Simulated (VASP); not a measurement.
A run of VASP 6.6.1 is set up as follows.

File INCAR:

```
PREC     = Accurate       # precision mode
ENCUT    = 520            # plane-wave cutoff, eV
EDIFF    = 1E-7           # SCF threshold, eV
ISMEAR   = 0              # smearing method
SIGMA    = 0.01           # smearing width, eV
LREAL    = F              # projectors in reciprocal space
LASPH    = T              # aspherical terms in the spheres
NELM     = 80             # most SCF steps
ALGO     = Normal         # electronic algorithm
ISIF     = 2              # what is computed and relaxed
LWAVE    = F              # write WAVECAR
LCHARG   = F              # write CHGCAR
GGA      = PE             # functional
NBANDS   = 25             # bands
```

File KPOINTS:

```
regular mesh
0
Gamma
  6 6 6
```

Contents of POSCAR:

```
Na3OF
1.0
    4.3173052066      0.0000000000      0.0000000000
    0.0000000000      4.3173052066      0.0000000000
    0.0000000000      0.0000000000      4.3173052066
F O Na
1 1 3
Direct
    0.0000000000      0.0000000000      0.0000000000
    0.5000000000      0.5000000000      0.5000000000
    0.5000000000      0.5000000000      0.0000000000
    0.5000000000      0.0000000000      0.5000000000
    0.0000000000      0.5000000000      0.5000000000
```

Potentials or basis: VASP PAW PBE potentials, release 64 (F, O, Na_pv).

Launch:

```console
$ cat potpaw_PBE.64/F/POTCAR potpaw_PBE.64/O/POTCAR potpaw_PBE.64/Na_pv/POTCAR > POTCAR
$ mpirun -np 1 vasp_std > vasp.out
```

Q: Estimate the pressure.

A: 2.6 GPa.

Q: Estimate the band gap on the k mesh.

A: 2.02 eV.

A k mesh can miss the band edges.
